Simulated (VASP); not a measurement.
# CuSi16 (a cell with a defect) in VASP: notebook

CuSi16 (a cell with a defect) is run at these levels: PBE; tasks: single point.

All numbers are computed with VASP 6.6.1; they aren't measurements. Logs are shortened: lines on timing, memory, paths and dates and some standing lists are left out, and cuts for length are marked.

**1. The cell of the first run**

The cell holds a defect, 17 atoms: a = 7.679 Å, b = 7.679 Å, c = 7.679 Å, α = 60.00°, β = 60.00°, γ = 60.00°.

**2. Single point, PBE**

INCAR

```
SYSTEM = CuSi16
ALGO = Normal
EDIFF = 1E-6
ENCUT = 520
GGA = PE
ISIF = 2
ISMEAR = 0
LASPH = .True.
LCHARG = .True.
LELF = .True.
LREAL = Auto
LVHAR = .True.
LWAVE = .False.
NBANDS = 52
NELECT = 74.0
NELM = 60
PREC = Accurate
SIGMA = 0.05
```

KPOINTS

```
k-points
0
Gamma
  2 2 2
  0 0 0
```

POSCAR

```
CuSi16
1.0
    0.0000000000      5.4300000000      5.4300000000
    5.4300000000      0.0000000000      5.4300000000
    5.4300000000      5.4300000000      0.0000000000
Si Cu
16 1
Direct
    0.0054740331     -0.0018627993     -0.0020685083
    0.1356313076      0.1211644567      0.1181506446
   -0.0044224678     -0.0122206262      0.5080034991
    0.1195389503      0.1195901473      0.6240897790
   -0.0019239411      0.5068318600     -0.0142093923
    0.1188015654      0.6253048803      0.1187494475
   -0.0145825967      0.4925768877      0.4926203499
    0.1119950276      0.6167646409      0.6129458564
    0.5034870166      0.0133081952      0.0205140884
    0.6324242173      0.1390516575      0.1380094843
    0.4918429098     -0.0007751381      0.5130965009
    0.6112489871      0.1170248619      0.6495885820
    0.4911955801      0.5125434622     -0.0016799263
    0.6140064457      0.6446837937      0.1168370166
    0.4822526703      0.5031535912      0.5069443831
    0.6129046961      0.6265662063      0.6245671271
    0.7782182320      0.2866123389      0.2897200737
```

Potentials or basis: VASP PAW PBE potentials, release 64 (Si, Cu).

The run is started by

```
$ cat potpaw_PBE.64/Si/POTCAR potpaw_PBE.64/Cu/POTCAR > POTCAR
$ mpirun -np 1 vasp_std > vasp.out
```

OUTCAR:

```text
SYSTEM = CuSi16
   EDIFF = 1E-6
   ENCUT = 520
   GGA = PE
   ISIF = 2
   ISMEAR = 0
   LASPH = .True.
   LREAL = Auto
   NELECT = 74.0
   NELM = 60
   PREC = Accurate

 ion  position               nearest neighbor table
   1  0.005  0.998  0.998-   6 2.34   2 2.34   4 2.35  10 2.35
   2  0.136  0.121  0.118-   9 2.32  17 2.34   1 2.34   5 2.42   3 2.45
   3  0.996  0.988  0.508-   4 2.33   8 2.33  12 2.41  17 2.45   2 2.45
   4  0.120  0.120  0.624-   3 2.33  11 2.34   7 2.34   1 2.35
   5  0.998  0.507  0.986-   6 2.33   8 2.34  14 2.41   2 2.42  17 2.47
   6  0.119  0.625  0.119-   5 2.33  13 2.34   1 2.34   7 2.35
   7  0.985  0.493  0.493-   8 2.33  16 2.34   4 2.34   6 2.35
   8  0.112  0.617  0.613-   7 2.33  15 2.33   3 2.33   5 2.34
   9  0.503  0.013  0.021-   2 2.32  14 2.33  10 2.33  12 2.34
  10  0.632  0.139  0.138-   9 2.33   1 2.35  13 2.35  11 2.36  17 2.79
  11  0.492  0.999  0.513-   4 2.34  16 2.34  12 2.34  10 2.36
  12  0.611  0.117  0.650-   9 2.34  11 2.34  17 2.35   3 2.41  15 2.42
  13  0.491  0.513  0.998-   6 2.34  14 2.34  16 2.35  10 2.35
  14  0.614  0.645  0.117-   9 2.33  17 2.34  13 2.34   5 2.41  15 2.45
  15  0.482  0.503  0.507-   8 2.33  16 2.33  12 2.42  17 2.43  14 2.45
  16  0.613  0.627  0.625-  15 2.33   7 2.34  11 2.34  13 2.35
  17  0.778  0.287  0.290-   2 2.34  14 2.34  12 2.35  15 2.43   3 2.45   5 2.47  10 2.79

  LATTYP: Found a face centered cubic cell.
 ALAT       =    10.8600000000

  Lattice vectors:

 A1 = (   0.0000000000,   5.4300000000,   5.4300000000)
 A2 = (   5.4300000000,   0.0000000000,   5.4300000000)
 A3 = (   5.4300000000,   5.4300000000,   0.0000000000)

Analysis of symmetry for initial positions (statically):
=====================================================================
 Subroutine PRICEL returns:
 Original cell was already a primitive cell.

 Routine SETGRP: Setting up the symmetry group for a
 face centered cubic supercell.

 Subroutine GETGRP returns: Found  1 space group operations
 (whereof  1 operations were pure point group operations)
 out of a pool of 48 trial point group operations.

The static configuration has the point symmetry C_1 .

Analysis of symmetry for dynamics (positions and initial velocities):
=====================================================================
 Subroutine PRICEL returns:
 Original cell was already a primitive cell.

 Routine SETGRP: Setting up the symmetry group for a
 face centered cubic supercell.

 Subroutine GETGRP returns: Found  1 space group operations
 (whereof  1 operations were pure point group operations)
 out of a pool of 48 trial point group operations.

The dynamic configuration has the point symmetry C_1 .

 Subroutine INISYM returns: Found  1 space group operations
 (whereof  1 operations are pure point group operations),
 and found     1 'primitive' translations

----------------------------------------------------------------------------------------

                                     Primitive cell

  volume of cell :     320.2060

  direct lattice vectors                    reciprocal lattice vectors
     0.000000000  5.430000000  5.430000000    -0.092081031  0.092081031  0.092081031
     5.430000000  0.000000000  5.430000000     0.092081031 -0.092081031  0.092081031
     5.430000000  5.430000000  0.000000000     0.092081031  0.092081031 -0.092081031

  length of vectors
     7.679179644  7.679179644  7.679179644     0.159489025  0.159489025  0.159489025

  position of ions in fractional coordinates (direct lattice)
     0.005474033  0.998137201  0.997931492
     0.135631308  0.121164457  0.118150645
     0.995577532  0.987779374  0.508003499
     0.119538950  0.119590147  0.624089779
     0.998076059  0.506831860  0.985790608
     0.118801565  0.625304880  0.118749448
[... 9 lines left out ...]
     0.612904696  0.626566206  0.624567127
     0.778218232  0.286612339  0.289720074

  ion indices of the primitive-cell ions
   primitive index   ion index
                 1           1
                 2           2
                 3           3
                 4           4
                 5           5
                 6           6
[... 9 lines left out ...]
                16          16
                17          17

----------------------------------------------------------------------------------------

 KPOINTS: k-points

Automatic generation of k-mesh.
 Grid dimensions read from file:
 generate k-points for:    2    2    2

 Generating k-lattice:

  Cartesian coordinates                     Fractional coordinates (reciprocal lattice)
    -0.046040516  0.046040516  0.046040516     0.500000000  0.000000000  0.000000000
     0.046040516 -0.046040516  0.046040516     0.000000000  0.500000000  0.000000000
     0.046040516  0.046040516 -0.046040516     0.000000000  0.000000000  0.500000000

  Length of vectors
     0.079744512  0.079744512  0.079744512

  Shift w.r.t. Gamma in fractional coordinates (k-lattice)
     0.000000000  0.000000000  0.000000000

 Subroutine IBZKPT returns following result:
 ===========================================

 Found      8 irreducible k-points:

 Following reciprocal coordinates:
            Coordinates               Weight
  0.000000  0.000000  0.000000      1.000000
  0.500000  0.000000  0.000000      1.000000
  0.000000  0.500000  0.000000      1.000000
  0.000000  0.000000  0.500000      1.000000
  0.500000  0.500000  0.500000      1.000000
  0.500000  0.500000  0.000000      1.000000
  0.000000  0.500000  0.500000      1.000000
  0.500000  0.000000  0.500000      1.000000
   k-points           NKPTS =      8   k-points in BZ     NKDIM =      8   number of bands    NBANDS=     52
   number of dos      NEDOS =    301   number of ions     NIONS =     17
   total plane-waves  NPLWV = 216000
   dimension x,y,z NGX =    60 NGY =   60 NGZ =   60
   dimension x,y,z NGXF=   120 NGYF=  120 NGZF=  120
   ions per type =              16   1
   NGX,Y,Z   is equivalent  to a cutoff of  12.99, 12.99, 12.99 a.u.
   NGXF,Y,Z  is equivalent  to a cutoff of  25.98, 25.98, 25.98 a.u.
 SYSTEM =  CuSi16
   PREC   = accura    normal or accurate (medium, high low for compatibility)
   ISTART =      0    job   : 0-new  1-cont  2-samecut
   ICHARG =      2    charge: 1-file 2-atom 10-const
   ISPIN  =      1    spin polarized calculation?
   LNONCOLLINEAR =      F non collinear calculations
   LSORBIT =      F    spin-orbit coupling
   LASPH  =      T    aspherical Exc in radial PAW
   ENCUT  =  520.0 eV  38.22 Ry    6.18 a.u.  14.28 14.28 14.28*2*pi/ulx,y,z
   NELM   =     60;   NELMIN=  2; NELMDL= -5     # of ELM steps
   EDIFF  = 0.1E-05   stopping-criterion for ELM
   LREAL  =      T    real-space projection
   EDIFFG = 0.1E-04   stopping-criterion for IOM
   NSW    =      0    number of steps for IOM
   IBRION =     -1    ionic relax: 0-MD 1-quasi-New 2-CG
   NFREE  =      0    steps in history (QN), initial steepest desc. (CG)
   ISIF   =      2    stress and relaxation
   ISYM   =      2    0-nonsym 1-usesym 2-fastsym
   POTIM  = 0.5000    time-step for ionic-motion
   TEBEG  =    0.0;   TEEND  =   0.0 temperature during run
   PSTRESS=    0.0 pullay stress
   NELECT =      74.0000    total number of electrons
   NUPDOWN=      -1.0000    fix difference up-down
   EMIN   =  10.00;   EMAX   =-10.00  energy-range for DOS
   EFERMI =   0.00;   METHOD = LEGACY
   ISMEAR =     0;   SIGMA  =   0.05  broadening in eV -4-tet -1-fermi 0-gaus
   EFERMI_NEDOS =   21; number of points for ismear=-14 and -15
   IALGO  =     38    algorithm
   IMIX   =      4    mixing-type and parameters
     AMIX     =   0.40;   BMIX     =  1.00
     AMIX_MAG =   1.60;   BMIX_MAG =  1.00
  volume/ion in A,a.u.               =      18.84       127.11
  Fermi-wavevector in a.u.,A,eV,Ry     =   1.004636  1.898488 13.732283  1.009294
  Thomas-Fermi vector in A             =   2.137265
   LORBIT       =      0    0 simple, 1 ext, 2 COOP (PROOUT), +10 PAW based schemes
   GGA     = PE    functional components
   LHFCALC =     F    Hartree Fock is set to
   AEXX    =    0.0000 exact exchange contribution
   IVDW    =     0    specifies the selected vdW correction
   LEPSILON=     F    determine dielectric tensor
   LRPA    =     F    only Hartree local field effects (RPA)
 non-spin polarized calculation
 Gauss-broadening in eV      SIGMA  =   0.05
  energy-cutoff  :      520.00
  volume of cell :      320.21
 maximum number of plane-waves:      8646
 NGX is ok and might be reduce to    60
   NGX = 29   NGY = 29   NGZ = 29

 number of electron      73.9999997 magnetization

 Free energy of the ion-electron system (eV)
  ---------------------------------------------------
  ext. energy  EPLUGINS =         0.00000000
  ---------------------------------------------------
  free energy    TOTEN  =       -94.21542809 eV

  energy without entropy =      -94.21305430  energy(sigma->0) =      -94.21424119

 E-fermi :   6.4191     XC(G=0):  -9.6116

 val. band max:        6.3669361913   @ k =   0.0000   0.0000   0.0000
 cond. band min:       6.4712853152   @ k =   0.0000   0.0000   0.0000
 fundamental gap:      0.1043491240
 Fermi energy:         6.4191107536

 k-point     1 :       0.0000    0.0000    0.0000
  band No.  band energies     occupation
      1      -5.8940      2.00000
      2      -3.5353      2.00000
      3      -3.5060      2.00000
      4      -3.4883      2.00000
      5      -3.4672      2.00000
      6      -1.9842      2.00000
[... 41 lines left out ...]
     48       8.4633      0.00000
     49       8.5329      0.00000

 k-point     2 :       0.5000    0.0000    0.0000
  band No.  band energies     occupation
      1      -5.1894      2.00000
      2      -4.9716      2.00000
      3      -3.3106      2.00000
      4      -3.2428      2.00000
      5      -3.1375      2.00000
      6      -3.0530      2.00000
[... 304 lines left out ...]
 k-point     8 :       0.5000    0.0000    0.5000
  band No.  band energies     occupation
      1      -4.9317      2.00000
      2      -4.7124      2.00000
      3      -3.8909      2.00000
      4      -3.7688      2.00000
      5      -3.7455      2.00000
      6      -3.7361      2.00000
[... 41 lines left out ...]
     48      10.4493      0.00000
     49      10.4663      0.00000
 [bands above 49 left out]

------------------------ aborting loop because EDIFF is reached ----------------------------------------

  FORCE on cell =-STRESS in cart. coord.  units (eV):
  Direction    XX          YY          ZZ          XY          YZ          ZX
  --------------------------------------------------------------------------------------
  -------------------------------------------------------------------------------------
  Total       -1.1424531     -1.3937333     -1.8078464     -0.5981745      0.2831348      0.0079516
  in kB       -5.7163585     -6.9736599     -9.0457094     -2.9930159      1.4166885      0.0397865
  external PRESSURE =      -7.2452426 kB  Pullay stress =       0.0000000 kB

 VOLUME and BASIS-vectors are now :
 -----------------------------------------------------------------------------
  energy-cutoff  :      520.00
  volume of cell :      320.21
      direct lattice vectors                 reciprocal lattice vectors
     0.000000000  5.430000000  5.430000000    -0.092081031  0.092081031  0.092081031
     5.430000000  0.000000000  5.430000000     0.092081031 -0.092081031  0.092081031
     5.430000000  5.430000000  0.000000000     0.092081031  0.092081031 -0.092081031

 POSITION                                       TOTAL-FORCE (eV/Angst)
 -----------------------------------------------------------------------------------
     10.83865      5.44849      5.44961         0.011672     -0.000299     -0.008053
      1.29948      1.37804      1.39440        -0.013045      0.000164      0.016641
      8.12210      8.16444     10.76963        -0.000182      0.002771      0.008619
      4.03818      4.03790      1.29847         0.000916      0.009436      0.003499
      8.10494     10.77240      8.17165         0.000517      0.016023     -0.005148
      4.04021      1.28990      4.04050         0.002255     -0.001642      0.015275
[... 9 lines left out ...]
      6.79365      6.71947      6.73033         0.010292      0.000813      0.008480
      3.12949      5.79890      5.78203        -0.046289     -0.038218     -0.048192
 -----------------------------------------------------------------------------------
    total drift:                               -0.005711      0.005731      0.003060

  FREE ENERGIE OF THE ION-ELECTRON SYSTEM (eV)
  ---------------------------------------------------
  free  energy   TOTEN  =       -94.2154280910 eV

  energy  without entropy=      -94.2130542964  energy(sigma->0) =      -94.21424119
```

Run time: 14 min. Hardware: 1 thread of Intel Xeon 8259CL, shared host; peak memory 0.5 GiB.

Results:

- Free energy: -94.2154 eV
- Largest force: 0.077 eV/Å

Forces in eV/Å, atoms in the order of the input:
```
Si   0.012  0.000 -0.008
Si  -0.013  0.000  0.017
Si   0.000  0.003  0.009
Si   0.001  0.009  0.003
Si   0.001  0.016 -0.005
Si   0.002 -0.002  0.015
Si   0.001  0.006  0.004
Si   0.015  0.002  0.010
Si   0.008  0.015  0.005
Si  -0.004 -0.008  0.005
Si  -0.005 -0.001  0.005
Si   0.017  0.004 -0.022
Si  -0.007  0.010 -0.010
Si   0.006 -0.024  0.009
Si   0.003  0.007  0.001
Si   0.010  0.001  0.008
Cu  -0.046 -0.038 -0.048
```

Caveat: the k points lie up to 0.50 Å⁻¹ apart; the cell carries a net charge on a neutralising background, which shifts energy and pressure; the cell is charged against a uniform background, so pressure and absolute levels hang on convention.

**3. Single point, PBE**

INCAR

```
SYSTEM = CuSi16
ALGO = Normal
EDIFF = 1E-7
ENCUT = 520
GGA = PE
ISIF = 2
ISMEAR = 0
LASPH = .TRUE.
LCHARG = .FALSE.
LREAL = Auto
LWAVE = .FALSE.
NBANDS = 52
NELECT = 74.0
NELM = 80
PREC = Accurate
SIGMA = 0.05
```

KPOINTS

```
k-points
0
G
  2 2 2
  0 0 0
```

POSCAR

```
CuSi16
1.0
    0.0000000000      5.4300000000      5.4300000000
    5.4300000000      0.0000000000      5.4300000000
    5.4300000000      5.4300000000      0.0000000000
Si Cu
16 1
Direct
   -0.0125203499     -0.0002895948      0.0000641805
    0.0855989871      0.1391094843      0.1394623389
   -0.0078822284     -0.0017768877      0.5132306630
    0.1273999079      0.1227323204      0.6275818600
   -0.0078713628      0.5128720994     -0.0014122468
    0.1272852670      0.6272217311      0.1232349908
    0.0154592081      0.4953034070      0.4958122468
    0.1289045120      0.6256291897      0.6259842541
    0.4572889503      0.0097224678      0.0099532228
    0.6131596685      0.1172810313      0.1177162063
    0.4994600368     -0.0083362799      0.5015616943
    0.6182286372      0.1220201657      0.6420584715
    0.4993582873      0.5012120626     -0.0078474217
    0.6182267956      0.6418107735      0.1223343462
    0.5014538674      0.5049129834      0.5051778085
    0.6443202578      0.6203620626      0.6208508287
    0.6604153775      0.2769209024      0.2771941989
```

Potentials or basis: VASP PAW PBE potentials, release 64 (Si, Cu).

The run is started by

```
$ cat potpaw_PBE.64/Si/POTCAR potpaw_PBE.64/Cu/POTCAR > POTCAR
$ mpirun -np 1 vasp_std > vasp.out
```

Wall time 16 min (1 thread of Intel Xeon 8259CL, shared host); peak memory 0.5 GiB.

It converged, with:

```
Free energy   : -94.2229 eV
Largest force : 0.014 eV/Å
```

Forces on the atoms (eV/Å):
```
Si  -0.001  0.000 -0.001
Si  -0.004  0.004  0.003
Si  -0.003  0.002  0.001
Si   0.003  0.003  0.000
Si  -0.002 -0.001  0.002
Si   0.002  0.003  0.002
Si   0.001 -0.006 -0.003
Si   0.000  0.001  0.000
Si  -0.004  0.005  0.004
Si   0.002 -0.005 -0.003
Si  -0.002  0.002 -0.005
Si   0.005 -0.001 -0.006
Si  -0.003 -0.007  0.002
Si   0.004 -0.006 -0.001
Si   0.005  0.001  0.000
Si   0.005 -0.001 -0.003
Cu  -0.008  0.008  0.008
```

Levels at points of the mesh, in eV from the Fermi level:
| k point | band 34 | band 35 | band 36 | band 37 | band 38 | band 39 | band 40 | band 41 |
| --- | --- | --- | --- | --- | --- | --- | --- | --- |
| (0.00, 0.00, 0.00) | -1.02 | -0.63 | -0.19 | -0.07 | 0.07 | 0.39 | 0.59 | 0.61 |
| (0.50, 0.00, 0.00) | -0.91 | -0.89 | -0.65 | -0.52 | 0.52 | 1.00 | 1.34 | 1.37 |
| (0.00, 0.50, 0.00) | -0.94 | -0.90 | -0.85 | -0.75 | 0.55 | 1.12 | 1.25 | 1.31 |
| (0.00, 0.00, 0.50) | -0.94 | -0.90 | -0.85 | -0.75 | 0.55 | 1.12 | 1.25 | 1.31 |
| (0.50, 0.50, 0.50) | -0.94 | -0.88 | -0.88 | -0.80 | 0.50 | 1.15 | 1.24 | 1.32 |
| (0.50, 0.50, 0.00) | -1.54 | -1.46 | -1.43 | -1.09 | 0.66 | 0.99 | 1.94 | 2.06 |
| (0.00, 0.50, 0.50) | -1.51 | -1.50 | -1.42 | -1.12 | 0.67 | 0.98 | 1.95 | 2.05 |
| (0.50, 0.00, 0.50) | -1.54 | -1.46 | -1.43 | -1.09 | 0.65 | 0.99 | 1.94 | 2.06 |

Caveat: the k points lie up to 0.50 Å⁻¹ apart; the cell carries a net charge on a neutralising background, which shifts energy and pressure; the cell is charged against a uniform background, so pressure and absolute levels hang on convention.
